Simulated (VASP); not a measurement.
Write the native input for VASP 6.6.1 that does the following.

```
Task                   : single point
Functional             : PBE
Dispersion             : D3(BJ)
Potentials or basis    : VASP PAW PBE potentials, release 64 (Se, W_sv)
Cutoff                 : 520 eV
k mesh                 : 9 × 9 × 1
Occupations            : gaussian, width 0.02 eV
Spin                   : no spin polarisation
Dipole correction      : yes
Further INCAR settings : ALGO = Normal; EDIFF = 1e-07; NBANDS = 20
```

The structure of WSe2 lies in POSCAR:

```
WSe2
1.0
    3.1540000000      0.0000000000      0.0000000000
   -1.5770000000      2.7314441236      0.0000000000
    0.0000000000      0.0000000000     32.7373831004
Se W
2 1
Direct
    0.3333333333      0.6666666667      0.4485450625
    0.3333333333      0.6666666667      0.5514549375
    0.6666666667      0.3333333333      0.5000000000
```

The input as run:

INCAR

```
ALGO = Normal
DIPOL = 0.5 0.5 0.500
EDIFF = 1E-7
ENCUT = 520
GGA = PE
IDIPOL = 3
ISIF = 2
ISMEAR = 0
IVDW = 12
LASPH = True
LCHARG = False
LDIPOL = True
LREAL = False
LWAVE = False
NBANDS = 20
NELM = 60
PREC = Accurate
SIGMA = 0.02
```

KPOINTS

```
k-points
0
Gamma
  9 9 1
```

Potentials or basis: VASP PAW PBE potentials, release 64 (Se, W_sv).

Launch:

```sh
$ cat potpaw_PBE.64/Se/POTCAR potpaw_PBE.64/W_sv/POTCAR > POTCAR
$ mpirun -np 1 vasp_std > vasp.out
```

It gave:

```yaml
Largest_force: 1.046 eV/Å
Band_gap_on_the_k_mesh: 1.70 eV, indirect (least direct gap 2.16 eV)
Dispersion_energy_per_atom: -0.367 eV
```

Caveat: spin-orbit coupling is left out, which moves the levels of the heavy elements.

Wall time 51 s on 1 thread of Intel(R) Xeon(R) 6975P-C (Granite Rapids) (shared host), peak memory 0.41 GiB.
